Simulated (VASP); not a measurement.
Runs of VASP 6.6.1 on Sn. The structure is that of space group Im-3m (No. 229), or close to it. The cells are those of the table. 

| cell | gap on the mesh (eV) | pressure (GPa) |
| --- | --- | --- |
| a = 3.362 Å, angles 109.5°, 1 atom | none | -4.6 |
| a = 3.388 Å, angles 109.5°, 1 atom | none | -5.3 |
| a = 3.309 Å, angles 109.5°, 1 atom | none | (a) |
| a = 3.335 Å, angles 109.5°, 1 atom | none | (b) |
| a = 3.168 Å, angles 109.5°, 1 atom | none | 4.6 |

Alike in all rows: task single point; level PBEsol; potentials or basis VASP PAW PBE potentials, release 64 (Sn_d); no spin polarisation; k mesh 11 × 11 × 11; cutoff (eV) 520; smearing fermi-dirac 0.1 eV.

Fill in the values left out.

(a) -2.9; (b) -3.8.

Caveats: the PAW data sets were made with another functional, which shifts forces and pressure a little; spin-orbit coupling is left out, which moves the levels of the heavy elements.

A k mesh can miss the band edges, and the runs leave out spin-orbit coupling on Sn.

A gap of «none» marks levels without a gap at the run's occupations.
